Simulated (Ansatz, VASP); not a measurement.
**GaSb in VASP and in Ansatz**

```xyz
2
Lattice="0.0000 3.0283 3.0283 3.0283 0.0000 3.0283 3.0283 3.0283 0.0000" Properties=species:S:1:pos:R:3 pbc="T T T"
Ga    0.0000    0.0000    0.0000
Sb    1.5142    1.5142    1.5142
```

Alike in both runs: task single point; functional LDA; k mesh 6 × 6 × 6; occupations gaussian, width 0.05 eV; no spin polarisation.

|  | VASP | Ansatz |
| --- | --- | --- |
| version | VASP 6.6.1 | Ansatz 0.2.0 |
| potentials or method | VASP PAW LDA potentials, release 64 (Ga_d, Sb), cutoff 500 eV | scalar-relativistic, plane waves, PAW |
| valence electrons in the cell | 18 | 28 |

|  | VASP | Ansatz | Ansatz less VASP |
| --- | --- | --- | --- |
| gap on the k mesh at the Fermi level (eV) | 0.09 | 0.03 | -0.054 |
| least direct gap on the mesh (eV) | 0.09 | 0.03 | -0.054 |
| pressure (GPa) | 0.0 | -0.2 | -0.14 |

LDA's correlation is that of Perdew and Zunger in VASP and of Perdew and Wang (1992) in Ansatz. VASP's potentials hold 18 valence electrons a cell and Ansatz's 28, so a difference there can come from the potentials and not from the codes.

Neither program's run includes spin-orbit coupling.
